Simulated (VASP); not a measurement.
# KI (Pm-3m) in VASP: further runs

Runs on KI. Level: PBE. Tasks: single point.

Program: VASP 6.6.1. These are calculated values, not measurements. Logs are shortened: lines on timing, memory, paths and dates and some standing lists are left out, and cuts for length are marked.

### 1 The cell of the first run

The structure is cubic, space group Pm-3m (No. 221). The conventional cell has a = 4.251 Å, b = 4.251 Å, c = 4.251 Å, α = 90.00°, β = 90.00°, γ = 90.00°. K (site symmetry m-3m) has 8 I at 3.68 Å and 6 K at 4.25 Å within 4.8 Å. Within 4.8 Å of I (site symmetry m-3m) lie 8 K at 3.68 Å and 6 I at 4.25 Å.

### 2 Single point, PBE (volume changed by -6%)

Contents of INCAR:

```
SYSTEM = KI
  PREC = Accurate
  ENCUT = 520
  EDIFF = 1E-7
  ISMEAR = 0
  SIGMA = 0.01
  LREAL = .False.
  LASPH = .True.
  NELM = 80
  ALGO = Normal
  ISIF = 2
  LWAVE = .False.
  LCHARG = .True.
  GGA = PE
  LELF = .True.
  LVHAR = .True.
  NBANDS = 15
```

Contents of KPOINTS:

```
Automatic mesh
0
Gamma
  6 6 6
  0 0 0
```

Contents of POSCAR:

```
KI
1.0
    4.2513799398      0.0000000000      0.0000000000
    0.0000000000      4.2513799398      0.0000000000
    0.0000000000      0.0000000000      4.2513799398
K I
1 1
Direct
    0.0000000000      0.0000000000      0.0000000000
    0.5000000000      0.5000000000      0.5000000000
```

Potentials or basis: VASP PAW PBE potentials, release 64 (K_sv, I).

The run is started by

```bash
> cat potpaw_PBE.64/K_sv/POTCAR potpaw_PBE.64/I/POTCAR > POTCAR
> mpirun -np 1 vasp_std > vasp.out
```

OUTCAR:

```text
SYSTEM = KI
   PREC = Accurate
   ENCUT = 520
   EDIFF = 1E-7
   ISMEAR = 0
   LREAL = .False.
   LASPH = .True.
   NELM = 80
   ISIF = 2
   GGA = PE

 ion  position               nearest neighbor table
   1  0.000  0.000  0.000-   2 3.68   2 3.68   2 3.68   2 3.68   2 3.68   2 3.68   2 3.68   2 3.68

   2  0.500  0.500  0.500-   1 3.68   1 3.68   1 3.68   1 3.68   1 3.68   1 3.68   1 3.68   1 3.68

  LATTYP: Found a simple cubic cell.
 ALAT       =     4.2513799398

  Lattice vectors:

 A1 = (   4.2513799398,   0.0000000000,   0.0000000000)
 A2 = (   0.0000000000,   4.2513799398,   0.0000000000)
 A3 = (   0.0000000000,   0.0000000000,   4.2513799398)

Analysis of symmetry for initial positions (statically):
=====================================================================
 Subroutine PRICEL returns:
 Original cell was already a primitive cell.

 Routine SETGRP: Setting up the symmetry group for a
 simple cubic supercell.

 Subroutine GETGRP returns: Found 48 space group operations
 (whereof 48 operations were pure point group operations)
 out of a pool of 48 trial point group operations.

The static configuration has the point symmetry O_h .

Analysis of symmetry for dynamics (positions and initial velocities):
=====================================================================
 Subroutine PRICEL returns:
 Original cell was already a primitive cell.

 Routine SETGRP: Setting up the symmetry group for a
 simple cubic supercell.

 Subroutine GETGRP returns: Found 48 space group operations
 (whereof 48 operations were pure point group operations)
 out of a pool of 48 trial point group operations.

The dynamic configuration has the point symmetry O_h .

 Subroutine INISYM returns: Found 48 space group operations
 (whereof 48 operations are pure point group operations),
 and found     1 'primitive' translations

----------------------------------------------------------------------------------------

                                     Primitive cell

  volume of cell :      76.8404

  direct lattice vectors                    reciprocal lattice vectors
     4.251379940  0.000000000  0.000000000     0.235217744  0.000000000  0.000000000
     0.000000000  4.251379940  0.000000000     0.000000000  0.235217744  0.000000000
     0.000000000  0.000000000  4.251379940     0.000000000  0.000000000  0.235217744

  length of vectors
     4.251379940  4.251379940  4.251379940     0.235217744  0.235217744  0.235217744

  position of ions in fractional coordinates (direct lattice)
     0.000000000  0.000000000  0.000000000
     0.500000000  0.500000000  0.500000000

  ion indices of the primitive-cell ions
   primitive index   ion index
                 1           1
                 2           2

----------------------------------------------------------------------------------------

 KPOINTS: Automatic mesh

Automatic generation of k-mesh.
 Grid dimensions read from file:
 generate k-points for:    6    6    6

 Generating k-lattice:

  Cartesian coordinates                     Fractional coordinates (reciprocal lattice)
     0.039202957  0.000000000  0.000000000     0.166666667  0.000000000  0.000000000
     0.000000000  0.039202957  0.000000000     0.000000000  0.166666667  0.000000000
     0.000000000  0.000000000  0.039202957     0.000000000  0.000000000  0.166666667

  Length of vectors
     0.039202957  0.039202957  0.039202957

  Shift w.r.t. Gamma in fractional coordinates (k-lattice)
     0.000000000  0.000000000  0.000000000

 Subroutine IBZKPT returns following result:
 ===========================================

 Found     20 irreducible k-points:

 Following reciprocal coordinates:
            Coordinates               Weight
  0.000000  0.000000  0.000000      1.000000
  0.166667  0.000000  0.000000      6.000000
  0.333333  0.000000  0.000000      6.000000
  0.500000  0.000000  0.000000      3.000000
  0.166667  0.166667  0.000000     12.000000
  0.333333  0.166667  0.000000     24.000000
[... 12 lines left out ...]
  0.500000  0.500000  0.333333      6.000000
  0.500000  0.500000  0.500000      1.000000
   k-points           NKPTS =     20   k-points in BZ     NKDIM =     20   number of bands    NBANDS=     15
   number of dos      NEDOS =    301   number of ions     NIONS =      2
   total plane-waves  NPLWV =  32768
   dimension x,y,z NGX =    32 NGY =   32 NGZ =   32
   dimension x,y,z NGXF=    64 NGYF=   64 NGZF=   64
   ions per type =               1   1
   NGX,Y,Z   is equivalent  to a cutoff of  12.51, 12.51, 12.51 a.u.
   NGXF,Y,Z  is equivalent  to a cutoff of  25.03, 25.03, 25.03 a.u.
 SYSTEM =  KI
   PREC   = accura    normal or accurate (medium, high low for compatibility)
   ISTART =      0    job   : 0-new  1-cont  2-samecut
   ICHARG =      2    charge: 1-file 2-atom 10-const
   ISPIN  =      1    spin polarized calculation?
   LNONCOLLINEAR =      F non collinear calculations
   LSORBIT =      F    spin-orbit coupling
   LASPH  =      T    aspherical Exc in radial PAW
   ENCUT  =  520.0 eV  38.22 Ry    6.18 a.u.   7.90  7.90  7.90*2*pi/ulx,y,z
   NELM   =     80;   NELMIN=  2; NELMDL= -5     # of ELM steps
   EDIFF  = 0.1E-06   stopping-criterion for ELM
   LREAL  =      F    real-space projection
   EDIFFG = 0.1E-05   stopping-criterion for IOM
   NSW    =      0    number of steps for IOM
   IBRION =     -1    ionic relax: 0-MD 1-quasi-New 2-CG
   NFREE  =      0    steps in history (QN), initial steepest desc. (CG)
   ISIF   =      2    stress and relaxation
   ISYM   =      2    0-nonsym 1-usesym 2-fastsym
   POTIM  = 0.5000    time-step for ionic-motion
   TEBEG  =    0.0;   TEEND  =   0.0 temperature during run
   PSTRESS=    0.0 pullay stress
   NELECT =      16.0000    total number of electrons
   NUPDOWN=      -1.0000    fix difference up-down
   EMIN   =  10.00;   EMAX   =-10.00  energy-range for DOS
   EFERMI =   0.00;   METHOD = LEGACY
   ISMEAR =     0;   SIGMA  =   0.01  broadening in eV -4-tet -1-fermi 0-gaus
   EFERMI_NEDOS =   21; number of points for ismear=-14 and -15
   IALGO  =     38    algorithm
   IMIX   =      4    mixing-type and parameters
     AMIX     =   0.40;   BMIX     =  1.00
     AMIX_MAG =   1.60;   BMIX_MAG =  1.00
  volume/ion in A,a.u.               =      38.42       259.27
  Fermi-wavevector in a.u.,A,eV,Ry     =   0.970327  1.833653 12.810362  0.941535
  Thomas-Fermi vector in A             =   2.100453
   LORBIT       =      0    0 simple, 1 ext, 2 COOP (PROOUT), +10 PAW based schemes
   GGA     = PE    functional components
   LHFCALC =     F    Hartree Fock is set to
   AEXX    =    0.0000 exact exchange contribution
   IVDW    =     0    specifies the selected vdW correction
   LEPSILON=     F    determine dielectric tensor
   LRPA    =     F    only Hartree local field effects (RPA)
 non-spin polarized calculation
 Gauss-broadening in eV      SIGMA  =   0.01
  energy-cutoff  :      520.00
  volume of cell :       76.84
 maximum number of plane-waves:      2103
 NGX is ok and might be reduce to    32
   NGX = 15   NGY = 15   NGZ = 15

 number of electron      15.9999999 magnetization

 Free energy of the ion-electron system (eV)
  ---------------------------------------------------
  ext. energy  EPLUGINS =         0.00000000
  ---------------------------------------------------
  free energy    TOTEN  =        -5.41087429 eV

  energy without entropy =       -5.41087429  energy(sigma->0) =       -5.41087429

 E-fermi :   1.2091     XC(G=0):  -7.8240

 val. band max:        1.0685473854   @ k =   0.5000   0.5000   0.0000
 cond. band min:       4.4709897603   @ k =   0.0000   0.0000   0.0000
 fundamental gap:      3.4024423749
 Fermi energy:         1.2091156469

 k-point     1 :       0.0000    0.0000    0.0000
  band No.  band energies     occupation
      1     -28.2863      2.00000
      2     -11.7400      2.00000
      3     -11.7400      2.00000
      4     -11.7400      2.00000
      5     -10.1665      2.00000
      6       0.6916      2.00000
      7       0.6916      2.00000
      8       0.6916      2.00000
      9       4.4710      0.00000
     10       5.7751      0.00000
     11       5.7751      0.00000
     12       9.4880      0.00000
     13       9.4880      0.00000
     14       9.4880      0.00000
     15      11.6128      0.00000

 k-point     2 :       0.1667    0.0000    0.0000
  band No.  band energies     occupation
      1     -28.2849      2.00000
      2     -11.7913      2.00000
      3     -11.7368      2.00000
      4     -11.7368      2.00000
      5     -10.0805      2.00000
      6       0.0183      2.00000
      7       0.7096      2.00000
      8       0.7096      2.00000
      9       5.0528      0.00000
     10       5.9772      0.00000
     11       6.4799      0.00000
     12       9.3982      0.00000
     13       9.3982      0.00000
     14       9.6008      0.00000
     15      10.6380      0.00000

 k-point     3 :       0.3333    0.0000    0.0000
  band No.  band energies     occupation
      1     -28.2823      2.00000
      2     -11.8846      2.00000
      3     -11.7303      2.00000
      4     -11.7303      2.00000
      5      -9.9117      2.00000
      6      -0.9376      2.00000
      7       0.7454      2.00000
      8       0.7454      2.00000
      9       5.9985      0.00000
     10       6.5651      0.00000
     11       7.8530      0.00000
     12       9.1070      0.00000
     13       9.3933      0.00000
     14       9.3933      0.00000
     15       9.8683      0.00000
[... 271 lines left out ...]
 k-point    19 :       0.5000    0.5000    0.3333
  band No.  band energies     occupation
      1     -28.2722      2.00000
      2     -11.8161      2.00000
      3     -11.8161      2.00000
      4     -11.7877      2.00000
      5      -9.6527      2.00000
      6      -0.6841      2.00000
      7      -0.6841      2.00000
      8      -0.3225      2.00000
      9       6.1129      0.00000
     10       6.9366      0.00000
     11       6.9366      0.00000
     12       9.3193      0.00000
     13      10.1266      0.00000
     14      10.1266      0.00000
     15      10.7530      0.00000

 k-point    20 :       0.5000    0.5000    0.5000
  band No.  band energies     occupation
      1     -28.2709      2.00000
      2     -11.8108      2.00000
      3     -11.8108      2.00000
      4     -11.8108      2.00000
      5      -9.6038      2.00000
      6      -0.6732      2.00000
      7      -0.6732      2.00000
      8      -0.6732      2.00000
      9       6.7142      0.00000
     10       6.7142      0.00000
     11       6.7142      0.00000
     12      10.0135      0.00000
     13      10.0135      0.00000
     14      10.0135      0.00000
     15      10.3779      0.00000

------------------------ aborting loop because EDIFF is reached ----------------------------------------

  FORCE on cell =-STRESS in cart. coord.  units (eV):
  Direction    XX          YY          ZZ          XY          YZ          ZX
  --------------------------------------------------------------------------------------
  -------------------------------------------------------------------------------------
  Total        0.4536015      0.4536015      0.4536015      0.0000000     -0.0000000     -0.0000000
  in kB        9.4579121      9.4579121      9.4579121      0.0000000     -0.0000000     -0.0000000
  external PRESSURE =       9.4579121 kB  Pullay stress =       0.0000000 kB

 VOLUME and BASIS-vectors are now :
 -----------------------------------------------------------------------------
  energy-cutoff  :      520.00
  volume of cell :       76.84
      direct lattice vectors                 reciprocal lattice vectors
     4.251379940  0.000000000  0.000000000     0.235217744  0.000000000  0.000000000
     0.000000000  4.251379940  0.000000000     0.000000000  0.235217744  0.000000000
     0.000000000  0.000000000  4.251379940     0.000000000  0.000000000  0.235217744

 POSITION                                       TOTAL-FORCE (eV/Angst)
 -----------------------------------------------------------------------------------
      0.00000      0.00000      0.00000         0.000000      0.000000      0.000000
      2.12569      2.12569      2.12569         0.000000      0.000000      0.000000
 -----------------------------------------------------------------------------------
    total drift:                                0.000000      0.000000     -0.000000

  FREE ENERGIE OF THE ION-ELECTRON SYSTEM (eV)
  ---------------------------------------------------
  free  energy   TOTEN  =        -5.4108742878 eV

  energy  without entropy=       -5.4108742878  energy(sigma->0) =       -5.41087429
```

Run time: 8.7 s. Hardware: 1 thread of Intel Xeon 6975P-C (Granite Rapids), shared host; peak memory 0.18 GiB.

What came out:

```yaml
Free_energy: -5.4109 eV
Pressure: 0.9 GPa
Band_gap_on_the_k_mesh: 3.40 eV, indirect (least direct gap 3.78 eV)
```

Levels at points of the mesh, in eV from the valence-band top:
```
           k point  band 4  band 5  band 6  band 7  band 8  band 9  band 10  band 11  band 12  band 13
(0.00, 0.00, 0.00)  -12.81  -11.23   -0.38   -0.38   -0.38    3.40     4.71     4.71     8.42     8.42
(0.50, 0.00, 0.00)  -12.80  -10.90   -2.39   -0.31   -0.31    5.56     6.16     7.03     7.19     8.73
(0.50, 0.50, 0.00)  -12.79  -10.86   -1.79   -1.79    0.00    3.89     5.70     6.78     6.78     9.21
(0.50, 0.50, 0.50)  -12.88  -10.67   -1.74   -1.74   -1.74    5.65     5.65     5.65     8.95     8.95
```

Caveat: the cell differs from its parent crystal (volume changed by -6%); spin-orbit coupling is left out, which moves the levels of the heavy elements.

### 3 Single point, PBE

This run uses another cell than the first one, of 39.51 Å³/atom, 1.028 times its volume.

Contents of INCAR:

```
PREC = Accurate ; ENCUT = 520
EDIFF = 1E-7 ; ISMEAR = 0
SIGMA = 0.01 ; LREAL = F
LASPH = T ; NELM = 100
ALGO = Normal ; ISIF = 2
LWAVE = F ; LCHARG = T
GGA = PE ; LELF = T
LVHAR = T ; NBANDS = 15
```

Contents of KPOINTS:

```
regular mesh
0
Gamma
  6 6 6
```

Contents of POSCAR:

```
KI
1.0
    4.2910852121      0.0000000000      0.0000000000
    0.0000000000      4.2910852121      0.0000000000
    0.0000000000      0.0000000000      4.2910852121
K I
1 1
Direct
    0.0000000000      0.0000000000      0.0000000000
    0.5000000000      0.5000000000      0.5000000000
```

Potentials or basis: VASP PAW PBE potentials, release 64 (K_sv, I).

The run is started by

```bash
> cat potpaw_PBE.64/K_sv/POTCAR potpaw_PBE.64/I/POTCAR > POTCAR
> mpirun -np 1 vasp_std > vasp.out
```

It took 9 s on 1 thread of Intel Xeon 6975P-C (Granite Rapids), shared host; peak memory 0.18 GiB.

The run converged. Its results:

- Free energy: -5.4209 eV
- Pressure: 0.5 GPa
- Band gap on the k mesh: 3.33 eV, indirect (least direct gap 3.69 eV)

Levels at points of the mesh, in eV from the valence-band top:
```
           k point  band 6  band 7  band 8  band 9  band 10  band 11
(0.00, 0.00, 0.00)   -0.36   -0.36   -0.36    3.33     4.76     4.76
(0.50, 0.00, 0.00)   -2.29   -0.29   -0.29    5.48     6.18     7.05
(0.50, 0.50, 0.00)   -1.71   -1.71    0.00    3.92     5.70     6.79
(0.50, 0.50, 0.50)   -1.66   -1.66   -1.66    5.63     5.63     5.63
```

Caveat: spin-orbit coupling is left out, which moves the levels of the heavy elements.
